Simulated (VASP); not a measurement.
# Si (Fd-3m) in VASP: further runs

Si is run at these levels: PBEsol; tasks: single point.

All numbers are computed with VASP 6.6.1; they aren't measurements. Logs are shortened: lines on timing, memory, paths and dates and some standing lists are left out, and cuts for length are marked.

### Step 1. The cell of the first run

The structure is cubic, space group Fd-3m (No. 227). Conventional cell: a = 5.379 Å, b = 5.379 Å, c = 5.379 Å, α = 90.00°, β = 90.00°, γ = 90.00°. Within 3.1 Å of Si (site symmetry -43m) lie 4 Si at 2.33 Å.

### Step 2. Single point, PBEsol (strained cell)

Contents of INCAR:

```
PREC = Accurate
ENCUT = 500
EDIFF = 1E-6
ISMEAR = 0
SIGMA = 0.02
LREAL = F
LASPH = T
NELM = 120
ALGO = Normal
ISIF = 2
LWAVE = F
LCHARG = T
GGA = PS
LELF = T
LVHAR = T
NBANDS = 11
GGA_COMPAT = F
```

Contents of KPOINTS:

```
regular mesh
0
Gamma
  10 10 10
```

Contents of POSCAR:

```
Si
1.0
    0.0000000000      2.6896621261      2.6896621261
    2.6896621261      0.0000000000      2.6896621261
    2.6896621261      2.6896621261      0.0000000000
Si
2
Direct
    0.0000000000      0.0000000000      0.0000000000
    0.2500000000      0.2500000000      0.2500000000
```

Potentials or basis: VASP PAW PBE potentials, release 64 (Si).

The run is started by

```sh
$ cat potpaw_PBE.64/Si/POTCAR > POTCAR
$ mpirun -np 1 vasp_std > vasp.out
```

OUTCAR:

```text
PREC = Accurate
   ENCUT = 500
   EDIFF = 1E-6
   ISMEAR = 0
   LREAL = F
   LASPH = T
   NELM = 120
   ISIF = 2
   GGA = PS

 ion  position               nearest neighbor table
   1  0.000  0.000  0.000-   2 2.33   2 2.33   2 2.33   2 2.33
   2  0.250  0.250  0.250-   1 2.33   1 2.33   1 2.33   1 2.33

  LATTYP: Found a face centered cubic cell.
 ALAT       =     5.3793242522

  Lattice vectors:

 A1 = (   0.0000000000,   2.6896621261,   2.6896621261)
 A2 = (   2.6896621261,   0.0000000000,   2.6896621261)
 A3 = (   2.6896621261,   2.6896621261,   0.0000000000)

Analysis of symmetry for initial positions (statically):
=====================================================================
 Subroutine PRICEL returns:
 Original cell was already a primitive cell.

 Routine SETGRP: Setting up the symmetry group for a
 face centered cubic supercell.

 Subroutine GETGRP returns: Found 48 space group operations
 (whereof 24 operations were pure point group operations)
 out of a pool of 48 trial point group operations.

The static configuration has the point symmetry T_d .
 The point group associated with its full space group is O_h .

Analysis of symmetry for dynamics (positions and initial velocities):
=====================================================================
 Subroutine PRICEL returns:
 Original cell was already a primitive cell.

 Routine SETGRP: Setting up the symmetry group for a
 face centered cubic supercell.

 Subroutine GETGRP returns: Found 48 space group operations
 (whereof 24 operations were pure point group operations)
 out of a pool of 48 trial point group operations.

The dynamic configuration has the point symmetry T_d .
 The point group associated with its full space group is O_h .

 Subroutine INISYM returns: Found 48 space group operations
 (whereof 24 operations are pure point group operations),
 and found     1 'primitive' translations

----------------------------------------------------------------------------------------

                                     Primitive cell

  volume of cell :      38.9156

  direct lattice vectors                    reciprocal lattice vectors
     0.000000000  2.689662126  2.689662126    -0.185896955  0.185896955  0.185896955
     2.689662126  0.000000000  2.689662126     0.185896955 -0.185896955  0.185896955
     2.689662126  2.689662126  0.000000000     0.185896955  0.185896955 -0.185896955

  length of vectors
     3.803756657  3.803756657  3.803756657     0.321982972  0.321982972  0.321982972

  position of ions in fractional coordinates (direct lattice)
     0.000000000  0.000000000  0.000000000
     0.250000000  0.250000000  0.250000000

  ion indices of the primitive-cell ions
   primitive index   ion index
                 1           1
                 2           2

----------------------------------------------------------------------------------------

 KPOINTS: regular mesh

Automatic generation of k-mesh.
 Grid dimensions read from file:
 generate k-points for:   10   10   10

 Generating k-lattice:

  Cartesian coordinates                     Fractional coordinates (reciprocal lattice)
    -0.018589696  0.018589696  0.018589696     0.100000000  0.000000000  0.000000000
     0.018589696 -0.018589696  0.018589696     0.000000000  0.100000000  0.000000000
     0.018589696  0.018589696 -0.018589696     0.000000000  0.000000000  0.100000000

  Length of vectors
     0.032198297  0.032198297  0.032198297

  Shift w.r.t. Gamma in fractional coordinates (k-lattice)
     0.000000000  0.000000000  0.000000000

 Subroutine IBZKPT returns following result:
 ===========================================

 Found     47 irreducible k-points:

 Following reciprocal coordinates:
            Coordinates               Weight
  0.000000  0.000000  0.000000      1.000000
  0.100000  0.000000  0.000000      8.000000
  0.200000  0.000000  0.000000      8.000000
  0.300000  0.000000  0.000000      8.000000
  0.400000  0.000000  0.000000      8.000000
  0.500000  0.000000  0.000000      4.000000
[... 16 lines left out ...]
  0.300000  0.300000  0.000000      6.000000
  0.400000  0.300000  0.000000     24.000000
 [... further k-points ...]
   k-points           NKPTS =     47   k-points in BZ     NKDIM =     47   number of bands    NBANDS=     11
   number of dos      NEDOS =    301   number of ions     NIONS =      2
   total plane-waves  NPLWV =  21952
   dimension x,y,z NGX =    28 NGY =   28 NGZ =   28
   dimension x,y,z NGXF=    56 NGYF=   56 NGZF=   56
   ions per type =               2
   NGX,Y,Z   is equivalent  to a cutoff of  12.24, 12.24, 12.24 a.u.
   NGXF,Y,Z  is equivalent  to a cutoff of  24.48, 24.48, 24.48 a.u.
 SYSTEM =  unknown system
   PREC   = accura    normal or accurate (medium, high low for compatibility)
   ISTART =      0    job   : 0-new  1-cont  2-samecut
   ICHARG =      2    charge: 1-file 2-atom 10-const
   ISPIN  =      1    spin polarized calculation?
   LNONCOLLINEAR =      F non collinear calculations
   LSORBIT =      F    spin-orbit coupling
   LASPH  =      T    aspherical Exc in radial PAW
   ENCUT  =  500.0 eV  36.75 Ry    6.06 a.u.   6.94  6.94  6.94*2*pi/ulx,y,z
   NELM   =    120;   NELMIN=  2; NELMDL= -5     # of ELM steps
   EDIFF  = 0.1E-05   stopping-criterion for ELM
   LREAL  =      F    real-space projection
   EDIFFG = 0.1E-04   stopping-criterion for IOM
   NSW    =      0    number of steps for IOM
   IBRION =     -1    ionic relax: 0-MD 1-quasi-New 2-CG
   NFREE  =      0    steps in history (QN), initial steepest desc. (CG)
   ISIF   =      2    stress and relaxation
   ISYM   =      2    0-nonsym 1-usesym 2-fastsym
   POTIM  = 0.5000    time-step for ionic-motion
   TEBEG  =    0.0;   TEEND  =   0.0 temperature during run
   PSTRESS=    0.0 pullay stress
   NELECT =       8.0000    total number of electrons
   NUPDOWN=      -1.0000    fix difference up-down
   EMIN   =  10.00;   EMAX   =-10.00  energy-range for DOS
   EFERMI =   0.00;   METHOD = LEGACY
   ISMEAR =     0;   SIGMA  =   0.02  broadening in eV -4-tet -1-fermi 0-gaus
   EFERMI_NEDOS =   21; number of points for ismear=-14 and -15
   IALGO  =     38    algorithm
   IMIX   =      4    mixing-type and parameters
     AMIX     =   0.40;   BMIX     =  1.00
     AMIX_MAG =   1.60;   BMIX_MAG =  1.00
  volume/ion in A,a.u.               =      19.46       131.31
  Fermi-wavevector in a.u.,A,eV,Ry     =   0.966193  1.825840 12.701425  0.933528
  Thomas-Fermi vector in A             =   2.095973
   LORBIT       =      0    0 simple, 1 ext, 2 COOP (PROOUT), +10 PAW based schemes
   GGA     = PS    functional components
   LHFCALC =     F    Hartree Fock is set to
   AEXX    =    0.0000 exact exchange contribution
   IVDW    =     0    specifies the selected vdW correction
   LEPSILON=     F    determine dielectric tensor
   LRPA    =     F    only Hartree local field effects (RPA)
 non-spin polarized calculation
 Gauss-broadening in eV      SIGMA  =   0.02
  energy-cutoff  :      500.00
  volume of cell :       38.92
 maximum number of plane-waves:       999
   NGX = 13   NGY = 13   NGZ = 13

 number of electron       8.0000001 magnetization

 Free energy of the ion-electron system (eV)
  ---------------------------------------------------
  ext. energy  EPLUGINS =         0.00000000
  ---------------------------------------------------
  free energy    TOTEN  =       -11.48084520 eV

  energy without entropy =      -11.48084520  energy(sigma->0) =      -11.48084520

 E-fermi :   6.1719     XC(G=0):  -9.6634

 val. band max:        6.0827605244   @ k =   0.0000   0.0000   0.0000
 cond. band min:       6.4987754721   @ k =   0.4000   0.4000   0.0000
 fundamental gap:      0.4160149477
 Fermi energy:         6.1719073413

 k-point     1 :       0.0000    0.0000    0.0000
  band No.  band energies     occupation
      1      -6.1070      2.00000
      2       6.0828      2.00000
      3       6.0828      2.00000
      4       6.0828      2.00000
      5       8.6109      0.00000
      6       8.6109      0.00000
      7       8.6109      0.00000
      8       9.7355      0.00000
      9      13.7860      0.00000
     10      13.7860      0.00000
     11      13.9105      0.00000

 k-point     2 :       0.1000    0.0000    0.0000
  band No.  band energies     occupation
      1      -5.9724      2.00000
      2       4.9208      2.00000
      3       5.8755      2.00000
      4       5.8755      2.00000
      5       8.6681      0.00000
      6       8.9148      0.00000
      7       8.9148      0.00000
      8      10.6044      0.00000
      9      13.4031      0.00000
     10      13.4031      0.00000
     11      14.4738      0.00000

 k-point     3 :       0.2000    0.0000    0.0000
  band No.  band energies     occupation
      1      -5.5744      2.00000
      2       3.0167      2.00000
      3       5.4830      2.00000
      4       5.4830      2.00000
      5       8.3319      0.00000
      6       9.4303      0.00000
      7       9.4303      0.00000
      8      12.3277      0.00000
      9      13.0704      0.00000
     10      13.0704      0.00000
     11      15.1264      0.00000

 k-point     4 :       0.3000    0.0000    0.0000
  band No.  band energies     occupation
      1      -4.9390      2.00000
      2       1.1837      2.00000
      3       5.1415      2.00000
      4       5.1415      2.00000
      5       7.9708      0.00000
      6       9.5739      0.00000
      7       9.5739      0.00000
      8      13.6458      0.00000
      9      13.6458      0.00000
     10      13.7727      0.00000
     11      14.9702      0.00000

 k-point     5 :       0.4000    0.0000    0.0000
  band No.  band energies     occupation
      1      -4.1617      2.00000
      2      -0.3399      2.00000
      3       4.9264      2.00000
      4       4.9264      2.00000
      5       7.7313      0.00000
      6       9.4271      0.00000
      7       9.4271      0.00000
      8      13.7655      0.00000
      9      15.0844      0.00000
     10      15.0844      0.00000
     11      16.3294      0.00000
[... 211 lines left out ...]
 k-point    21 :      -0.3000    0.2000    0.0000
  band No.  band energies     occupation
      1      -3.9730      2.00000
      2       0.2741      2.00000
      3       2.4937      2.00000
      4       4.7260      2.00000
      5       8.4766      0.00000
      6      10.5991      0.00000
      7      10.6928      0.00000
      8      12.8447      0.00000
      9      12.8578      0.00000
     10      15.7029      0.00000
     11      17.9964      0.00000

 k-point    22 :      -0.2000    0.2000    0.0000
  band No.  band energies     occupation
      1      -4.7170      2.00000
      2       1.5567      2.00000
      3       2.9483      2.00000
      4       5.2157      2.00000
      5       8.9680      0.00000
      6      10.0710      0.00000
      7      10.3826      0.00000
      8      11.8593      0.00000
      9      12.0981      0.00000
     10      16.8285      0.00000
     11      17.0724      0.00000

 k-point    23 :       0.3000    0.3000    0.0000
  band No.  band energies     occupation
      1      -4.5131      2.00000
      2       1.6515      2.00000
      3       3.7712      2.00000
      4       3.7712      2.00000
      5       6.8044      0.00000
      6       8.3454      0.00000
      7      12.8120      0.00000
      8      12.8120      0.00000
      9      15.4803      0.00000
     10      15.5603      0.00000
     11      18.5820      0.00000

 k-point    24 :       0.4000    0.3000    0.0000
  band No.  band energies     occupation
      1      -3.8811      2.00000
      2       0.6196      2.00000
      3       3.1092      2.00000
      4       3.5616      2.00000
      5       6.9919      0.00000
      6       8.1852      0.00000
      7      13.1345      0.00000
      8      13.2149      0.00000
      9      16.6087      0.00000
     10      17.1332      0.00000
     11      18.3219      0.00000

 [... further k-points ...]
[... 5 lines left out ...]
  --------------------------------------------------------------------------------------
  -------------------------------------------------------------------------------------
  Total        0.7619368      0.7619368      0.7619368      0.0000000      0.0000000      0.0000000
  in kB       31.3694098     31.3694098     31.3694098      0.0000000      0.0000000      0.0000000
  external PRESSURE =      31.3694098 kB  Pullay stress =       0.0000000 kB

 VOLUME and BASIS-vectors are now :
 -----------------------------------------------------------------------------
  energy-cutoff  :      500.00
  volume of cell :       38.92
      direct lattice vectors                 reciprocal lattice vectors
     0.000000000  2.689662126  2.689662126    -0.185896955  0.185896955  0.185896955
     2.689662126  0.000000000  2.689662126     0.185896955 -0.185896955  0.185896955
     2.689662126  2.689662126  0.000000000     0.185896955  0.185896955 -0.185896955

 POSITION                                       TOTAL-FORCE (eV/Angst)
 -----------------------------------------------------------------------------------
      0.00000      0.00000      0.00000        -0.000000     -0.000000      0.000000
      1.34483      1.34483      1.34483         0.000000      0.000000      0.000000
 -----------------------------------------------------------------------------------
    total drift:                                0.000000      0.000000     -0.000000

  FREE ENERGIE OF THE ION-ELECTRON SYSTEM (eV)
  ---------------------------------------------------
  free  energy   TOTEN  =       -11.4808452044 eV

  energy  without entropy=      -11.4808452044  energy(sigma->0) =      -11.48084520
```

Run time: 10 s. Hardware: 1 thread of Intel Xeon 6975P-C, shared host; peak memory 0.15 GiB.

Results:

```
Free energy            : -11.4808 eV
Pressure               : 3.1 GPa
Band gap on the k mesh : 0.42 eV, indirect (least direct gap 2.53 eV)
```

Levels at points of the mesh, in eV from the valence-band top:
```csv
k point,band 2,band 3,band 4,band 5,band 6,band 7
"(0.00, 0.00, 0.00)",0.00,0.00,0.00,2.53,2.53,2.53
"(0.50, 0.00, 0.00)",-7.15,-1.23,-1.23,1.57,3.26,3.26
"(0.50, 0.50, 0.00)",-7.92,-2.95,-2.95,0.53,0.53,10.31
```

Caveat: the cell differs from its parent crystal (strained cell); the PAW data sets were made with another functional, which shifts forces and pressure a little.

### Step 3. Single point, PBEsol

Contents of INCAR:

```
SYSTEM = Si
ALGO = Normal ; EDIFF = 1E-6
ENCUT = 500 ; GGA = PS
GGA_COMPAT = .False. ; ISIF = 2
ISMEAR = 0 ; LASPH = .True.
LCHARG = .True. ; LELF = .True.
LREAL = .False. ; LVHAR = .True.
LWAVE = .False. ; NBANDS = 11
NELM = 120 ; PREC = Accurate
SIGMA = 0.01
```

Contents of KPOINTS:

```
k-points
0
Gamma
  10 10 10
  0 0 0
```

POSCAR is that of step 2.

Potentials or basis: VASP PAW PBE potentials, release 64 (Si).

The run is started by

```sh
$ cat potpaw_PBE.64/Si/POTCAR > POTCAR
$ mpirun -np 1 vasp_std > vasp.out
```

It took 11 s on 1 thread of Intel Xeon 6975P-C, shared host; peak memory 0.15 GiB.

The run converged. Its results:

```yaml
Free_energy: -11.4808 eV
Pressure: 3.1 GPa
Band_gap_on_the_k_mesh: 0.42 eV, indirect (least direct gap 2.53 eV)
```

Levels at points of the mesh, in eV from the valence-band top:
```
           k point  band 1  band 2  band 3  band 4  band 5  band 6  band 7  band 8
(0.00, 0.00, 0.00)  -12.19    0.00    0.00    0.00    2.53    2.53    2.53    3.65
(0.50, 0.00, 0.00)   -9.77   -7.15   -1.23   -1.23    1.57    3.26    3.26    7.55
(0.50, 0.50, 0.00)   -7.92   -7.92   -2.95   -2.95    0.53    0.53   10.31   10.31
```

Caveat: the PAW data sets were made with another functional, which shifts forces and pressure a little. PBEsol gaps usually lie below the measured ones, often by a third to a half.
